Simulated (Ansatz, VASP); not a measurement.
Ge: VASP beside Ansatz

Contents of INCAR:

```
PREC = Accurate
ENCUT = 600
EDIFF = 1E-7
ISMEAR = 0
SIGMA = 0.1
LREAL = F
LASPH = T
NELM = 100
ALGO = Normal
ISIF = 3
LWAVE = F
LCHARG = F
GGA = PE
IBRION = 2
NSW = 100
EDIFFG = -0.01
```

Contents of KPOINTS:

```
Automatic mesh
0
Gamma
  24 24 24
```

File POSCAR:

```
Ge
1.0
   -1.8236797979      1.8236797979      1.4481252011
    1.8236797979     -1.8236797979      1.4481252011
    1.8236797979      1.8236797979     -1.4481252011
Ge
1
Direct
    0.5000000000      0.5000000000      0.0000000000
```

Input for Ansatz:

```yaml
crystal:
  lattice:
    - [-1.8236797979, 1.8236797979, 1.4481252011]
    - [1.8236797979, -1.8236797979, 1.4481252011]
    - [1.8236797979, 1.8236797979, -1.4481252011]
  atoms:
    - { symbol: Ge, position: [0.5, 0.5, 0.0] }
basis:
  ecutwfc: 420
kpoints:
  mp_grid: { grid: [24, 24, 24] }
hamiltonian:
  xc: pbe
scf:
  occupations: { method: gaussian, width: 0.1 }
output:
  forces: true
  stress: true
  eigenvalues: true
  write_density: true
  write_potential: true
  elf: true
  volumetric_format: npy
relax:
  adjacent_minimum: "off"
  f_tol: 0.01
  max_steps: 80
  cell: { stress_tol: 0.05 }
```

Alike in both runs: task relaxation of cell and atoms; functional PBE; k mesh 24 × 24 × 24; occupations gaussian, width 0.1 eV; no spin polarisation.

```csv
,VASP,Ansatz
version,VASP 6.6.1,Ansatz 0.2.0
potentials or method,"VASP PAW PBE potentials, release 64 (Ge_d), cutoff 600 eV","scalar-relativistic, plane waves, PAW"
valence electrons in the cell,14,14
```

```csv
,VASP,Ansatz,Ansatz less VASP
"gap on the k mesh at the Fermi level, each at its own relaxed structure (eV)",none,none,-
relaxed volume (Å³/atom),19.40,19.38,-0.025
relaxed cell length with the largest relative difference (Å),2.951,2.950,-0.0014
```

A gap of «none» marks a metal or a gap that the smearing closes.
